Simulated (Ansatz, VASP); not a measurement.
Given: the input of a run of VASP 6.6.1 on Pt.

INCAR

```
SYSTEM = Pt
  PREC = Accurate
  ENCUT = 600
  EDIFF = 1E-6
  ISMEAR = -1
  SIGMA = 0.05
  LREAL = .False.
  LASPH = .True.
  NELM = 100
  ALGO = Fast
  ISIF = 3
  LWAVE = .False.
  LCHARG = .False.
  GGA = PE
  IVDW = 12
  IBRION = 2
  NSW = 60
  EDIFFG = -0.01
```

The input KPOINTS:

```
regular mesh
0
Gamma
  12 12 12
  0 0 0
```

POSCAR

```
Pt
1.0
   -1.5821724000      1.5849819900      1.5846552900
    1.6029151900     -1.5797795700      1.6001956600
    1.5674823500      1.5650895200     -1.5794528700
Pt
1
Direct
    0.0000000000      0.0000000000      0.0000000000
```

Potentials or basis: VASP PAW PBE potentials, release 64 (Pt).

Run with:

```console
$ cat potpaw_PBE.64/Pt/POTCAR > POTCAR
$ mpirun -np 1 vasp_std > vasp.out
```

**Question.** Translate it to Ansatz 0.2.0. Potentials there: Ansatz PAW.

**Answer.** As run (the cutoff follows the program's own potentials):

input.yaml

```yaml
crystal:
  lattice:
    - [-1.5821724, 1.58498199, 1.58465529]
    - [1.60291519, -1.57977957, 1.60019566]
    - [1.56748235, 1.56508952, -1.57945287]
  atoms:
    - { symbol: Pt, position: [0.0, 0.0, 0.0] }
hamiltonian:
  xc: pbe
  pseudopotentials: { kind: paw }
  dispersion: d3bj
kpoints:
  mp_grid: { grid: [12, 12, 12] }
scf:
  occupations: { method: fermi_dirac, width: 0.05 }
output:
  forces: true
  stress: true
  eigenvalues: true
relax:
  f_tol: 0.01
  max_steps: 40
  cell: { stress_tol: 0.05 }
```

Potentials or basis: Ansatz PAW.

Run with:

```bash
$ ansatz run input.yaml --threads 2 --pin off --max-ram 5632MiB --backend cpu --events-out ev --progress --plain --runs-dir out
```

Both were run:

|  | VASP | Ansatz | Ansatz less VASP |
| --- | --- | --- | --- |
| gap on the k mesh at the Fermi level, each at its own relaxed structure (eV) | none | none | - |
| relaxed volume (Å³/atom) | 15.29 | 15.32 | +0.027 |
| relaxed length of the cell vector where the two differ most in proportion (Å) | 2.733 | 2.736 | +0.0026 |

A gap of «none» marks a metal or a gap that the smearing closes. VASP's potentials hold 10 valence electrons a cell and Ansatz's 18, so a difference there can come from the potentials and not from the codes.

Spin-orbit coupling is off throughout. Noted on Ansatz's run: the plane-wave basis is chosen anew once the cell has moved, so the energies of steps on either side of that aren't comparable.
